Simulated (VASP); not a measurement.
Crystal: HgTe (Coloradoite).

```
CELL_PARAMETERS angstrom
4.54599 0.00000 0.00000
2.27299 3.93694 0.00000
2.27299 1.31231 3.71178
ATOMIC_POSITIONS crystal
Hg 0.00000 0.00000 0.00000
Te 0.25000 0.25000 0.25000
```

Base run:

| Quantity | Value |
| --- | --- |
| Program | VASP 6.6.1 |
| Functional | PBE |
| Potentials or basis | VASP PAW PBE potentials, release 64 (Hg, Te) |
| Cutoff | 520 eV |
| k mesh | 8 × 8 × 8 |
| Occupations | fermi-dirac, width 0.05 eV |
| Spin | no spin polarisation |

Its results: band gap on the k mesh zero (filled and empty bands touch); pressure 4.6 GPa.

Problem. After a change of settings the same cell gave: band gap on the k mesh zero (filled and empty bands touch); pressure 10.1 GPa. Which change was it?
A. k mesh from 8 × 8 × 8 to 2 × 2 × 2
B. k mesh from 8 × 8 × 8 to 4 × 4 × 4
C. k mesh from 8 × 8 × 8 to 6 × 6 × 6; further incar settings from ALGO = Normal; EDIFF = 1e-06; NBANDS = 16 to ALGO = Normal; EDIFF = 1e-07; NBANDS = 16

Solution. A.

Caveats: some runs use coarse meshes; spin-orbit coupling is left out, which moves the levels of the heavy elements.
